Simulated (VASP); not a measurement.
Runs of VASP 6.6.1 on Os. The structure is that of space group P6/mmm (No. 191), or close to it. The cells are those of the table. This isn't the form of Os at room conditions, which is hcp.

```csv
task,cell,cutoff (eV),gap on the mesh (eV),pressure (GPa)
single point,"a = 2.587, b = 2.587, c = 2.457 Å, angles 90.0, 90.0, 120.0°, 1 atom",520,none,40.8
single point,"a = 2.587, b = 2.587, c = 2.458 Å, angles 90.0, 90.0, 120.0°, 1 atom",520,none,(a)
relaxation of cell and atoms,"relaxed to 40 GPa from a = 2.587, b = 2.587, c = 2.458 Å, angles 90.0, 90.0, 120.0°, 1 atom",600,none,40.0
relaxation of cell and atoms,"relaxed to 40 GPa from a = 2.558, b = 2.558, c = 2.404 Å, angles 90.0, 90.0, 120.0°, 1 atom",600,none,40.0
```

Alike in all rows: level PBE; potentials or basis VASP PAW PBE potentials, release 64 (Os); no spin polarisation; k mesh 17 × 17 × 16; smearing fermi-dirac 0.1 eV.

Problem. Fill in the values left out.

Solution. (a) 40.7.

Caveats: spin-orbit coupling is left out, which moves the levels of the heavy elements; the cell stands under pressure (at least some runs); the cell is relaxed towards a set pressure, so the run minimises the enthalpy, not the energy (at least some runs).

A k mesh can miss the band edges, and the runs leave out spin-orbit coupling on Os.

A gap of «none» marks levels without a gap at the run's occupations.
